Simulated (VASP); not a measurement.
Here is a VASP 6.6.1 calculation.

INCAR

```
SYSTEM = Al32O
PREC = Accurate ; ENCUT = 520
EDIFF = 1E-6 ; ISMEAR = -1
SIGMA = 0.05 ; LREAL = Auto
LASPH = .True. ; NELM = 60
ALGO = Normal ; ISIF = 2
LWAVE = .False. ; LCHARG = .False.
GGA = PE ; NBANDS = 73
```

KPOINTS

```
regular mesh
0
Gamma
  3 3 3
  0 0 0
```

The input POSCAR:

```
Al32O
1.0
    8.1000000000      0.0000000000      0.0000000000
    0.0000000000      8.1000000000      0.0000000000
    0.0000000000      0.0000000000      8.1000000000
Al O
32 1
Direct
    0.4971111562      0.0027210264      0.0065850351
    0.7492480771      0.2533737029      0.0067092944
    0.7492667561      0.0037652788      0.2507071995
   -0.0067939533      0.0037710248      0.0067060763
    0.2453654018      0.2544532242      0.0065485063
    0.4960391361      0.5066041693      0.0067302407
    0.7475985421      0.7522385830      0.0050477561
    0.2453875547      0.0027249598      0.2508372617
    0.4971050849      0.2544796310      0.2508842141
    0.7476157515      0.5049574783      0.2523357416
    0.5065292016     -0.0067281852      0.4934092691
    0.7490468825      0.2544611108      0.5028150626
    0.7490666696      0.0026935890      0.7545510255
   -0.0051231801      0.5049284069      0.0050530533
    0.2463677482      0.7505446698      0.0067126348
   -0.0067774804      0.2533978950      0.2506783294
    0.2463729836      0.5066196557      0.2506830772
    0.4960791472      0.7506082502      0.2507123549
   -0.0066304031      0.0027313918      0.5028394706
    0.2359043119      0.2639316041      0.4933342861
    0.4970948655      0.5065003121      0.5028472046
    0.7492659760      0.7506039710      0.5038703209
    0.2359143388     -0.0067761037      0.7640404721
    0.5065866396      0.2639239288      0.7640359807
    0.7492486604      0.5066069398      0.7535033366
   -0.0051008178      0.7522610712      0.2523776791
   -0.0068022664      0.5065954688      0.5039140285
    0.2453661390      0.7507426479      0.5028630065
   -0.0066647219      0.2544184096      0.7545284952
    0.2453460465      0.5063792390      0.7545769743
    0.4970849528      0.7507660231      0.7545927567
   -0.0067667160      0.7505447046      0.7535345045
    0.3712113056      0.1286266714      0.6287270010
```

Potentials or basis: VASP PAW PBE potentials, release 64 (Al, O).

The run is started by

```console
$ cat potpaw_PBE.64/Al/POTCAR potpaw_PBE.64/O/POTCAR > POTCAR
$ mpirun -np 1 vasp_std > vasp.out
```

Problem. Estimate the largest force.

Solution. 0.008 eV/Å.

Problem. Predict the pressure.

Solution. 0.8 GPa.

Problem. Predict the band gap on the k mesh.

Solution. Zero (band 51 reaches 8.13 eV, above the bottom of band 52 at 7.81 eV).

Forces in eV/Å, atoms in the order of the input:
```
Al   0.000 -0.001 -0.001
Al   0.001  0.000  0.001
Al   0.000  0.005 -0.001
Al   0.001 -0.003  0.000
Al   0.001 -0.001 -0.001
Al   0.003  0.000  0.000
Al   0.000  0.000 -0.001
Al  -0.001  0.002  0.000
Al  -0.002  0.001 -0.001
Al  -0.001 -0.001  0.000
Al  -0.001  0.001  0.000
Al   0.002  0.001  0.002
Al   0.001  0.002  0.001
Al  -0.003  0.000  0.000
Al   0.003 -0.001  0.001
Al  -0.001 -0.001 -0.001
Al   0.002  0.001  0.000
Al  -0.005 -0.001 -0.002
Al   0.002 -0.001  0.000
Al  -0.004  0.004  0.000
Al   0.000 -0.001 -0.001
Al   0.000 -0.001  0.004
Al  -0.005  0.000  0.005
Al   0.001  0.005  0.005
Al   0.001  0.000 -0.001
Al   0.001  0.000 -0.001
Al   0.000  0.000 -0.004
Al  -0.001  0.001  0.001
Al   0.003 -0.001  0.000
Al   0.002  0.000 -0.001
Al  -0.002 -0.001  0.000
Al  -0.001  0.000 -0.001
O    0.003 -0.004 -0.004
```
